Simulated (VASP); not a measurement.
Here is a VASP 6.6.1 calculation.

Contents of INCAR:

```
  ALGO = Normal
  EDIFF = 1E-6
  EDIFFG = -0.03
  ENCUT = 600
  GGA = PS
  IBRION = 2
  ISIF = 8
  ISMEAR = 1
  LASPH = True
  LCHARG = False
  LREAL = False
  LWAVE = False
  NELM = 80
  NSW = 60
  PREC = Accurate
  SIGMA = 0.1
```

Contents of KPOINTS:

```
k-points
0
Gamma
  14 14 14
```

POSCAR

```
Cu
1.0
   -1.4427930000      1.4427930000      1.3760810000
    1.4427930000     -1.4427930000      1.3760810000
    1.4427930000      1.4427930000     -1.3760810000
Cu
1
Direct
    0.0000000000      0.0000000000      0.0000000000
```

Potentials or basis: VASP PAW PBE potentials, release 64 (Cu).

Command:

```bash
$ cat potpaw_PBE.64/Cu/POTCAR > POTCAR
$ mpirun -np 1 vasp_std > vasp.out
```

Task: Estimate the relaxed cell.

Result: a = 2.456 Å, b = 2.456 Å, c = 2.456 Å, α = 108.22°, β = 108.22°, γ = 112.01°.

Task: Predict the relaxed volume.

Result: 11.38 Å³/atom.

Task: Estimate the space group after relaxing (to 0.05 Å).

Result: I4/mmm (No. 139).

Stress tensor (GPa, compression positive):
```
0.59 0.00 0.00
0.00 0.59 0.00
0.00 0.00 0.01
```

Caveat: the PAW data sets were made with another functional, which shifts forces and pressure a little.
